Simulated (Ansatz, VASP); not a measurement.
# AlRu in VASP and in Ansatz

```
Al Ru
1.0
     2.98390    0.00000    0.00000
     0.00000    2.98390    0.00000
     0.00000    0.00000    2.98390
Al Ru
1 1
Direct
  0.50000 0.50000 0.50000
  0.00000 0.00000 0.00000
```

Alike in both runs: functional r2SCAN; k mesh 8 × 8 × 8; occupations gaussian, width 0.1 eV; no spin polarisation.

Ansatz relaxed the structure, and its values are those at the end. VASP's run is a single point on that final structure, the one shown.

|  | VASP | Ansatz |
| --- | --- | --- |
| version | VASP 6.6.1 | Ansatz 0.2.0 |
| potentials or method | VASP PAW PBE potentials, release 64 (Al, Ru_pv), cutoff 520 eV | scalar-relativistic, plane waves, PAW |
| valence electrons in the cell | 17 | 19 |

VASP gave:

* gap on the k mesh at the Fermi level (eV): none
* pressure (GPa): 0.2

Estimate Ansatz's values.

gap on the k mesh at the Fermi level (eV): none; pressure (GPa): 0.0.

VASP's potentials were made for PBE, not for r2SCAN. A gap of «none» marks a metal or a gap that the smearing closes. VASP's potentials hold 17 valence electrons a cell and Ansatz's 19, so a difference there can come from the potentials and not from the codes.
